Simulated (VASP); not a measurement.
Write the native input for VASP 6.6.1 that does the following.

* Task: relaxation of cell and atoms
* Functional: PBE
* Potentials or basis: VASP PAW PBE potentials, release 64 (W_sv)
* Cutoff: 600 eV
* k mesh: 8 × 8 × 8
* Occupations: gaussian, width 0.1 eV
* Spin: no spin polarisation
* Dipole correction: no
* Further INCAR settings: ALGO = Fast; EDIFF = 1e-06; IBRION = 2; EDIFFG = -0.04; NSW = 90; ISIF = 3

The structure of W lies in POSCAR:

```
W
1.0
   -1.5851577801      1.5851577801      1.5851577801
    1.5851577801     -1.5851577801      1.5851577801
    1.5851577801      1.5851577801     -1.5851577801
W
1
Direct
    0.0000000000      0.0000000000      0.0000000000
```

These files were run (other wordings do the same):

INCAR

```
PREC = Accurate ; ENCUT = 600
EDIFF = 1E-6 ; ISMEAR = 0
SIGMA = 0.1 ; LREAL = False
LASPH = True ; NELM = 100
ALGO = Fast ; ISIF = 3
LWAVE = False ; LCHARG = False
GGA = PE ; IBRION = 2
NSW = 90 ; EDIFFG = -0.04
```

KPOINTS

```
regular mesh
0
Gamma
  8 8 8
```

Potentials or basis: VASP PAW PBE potentials, release 64 (W_sv).

Command:

```console
$ cat potpaw_PBE.64/W_sv/POTCAR > POTCAR
$ mpirun -np 1 vasp_std > vasp.out
```

Results of the run:

```yaml
Relaxed_volume: 16.19 Å³/atom
Relaxed_cell: a = 2.760 Å, b = 2.760 Å, c = 2.760 Å, α = 109.47°, β = 109.47°, γ = 109.47°
Space_group_after_relaxing_to_0.05_Å: Im-3m (No. 229)
Energy_gained_by_relaxing: 3.7 meV/atom
Ionic_steps: 3
Pressure_after_relaxing: -0.1 GPa
Band_gap_on_the_k_mesh: zero (band 7 reaches 16.16 eV, above the bottom of band 8 at 9.95 eV)
```

Caveat: spin-orbit coupling is left out, which moves the levels of the heavy elements.

It took 14 s on 1 thread of AMD EPYC 7R13 Processor (Zen 3), on a shared host, peak memory 0.12 GiB.
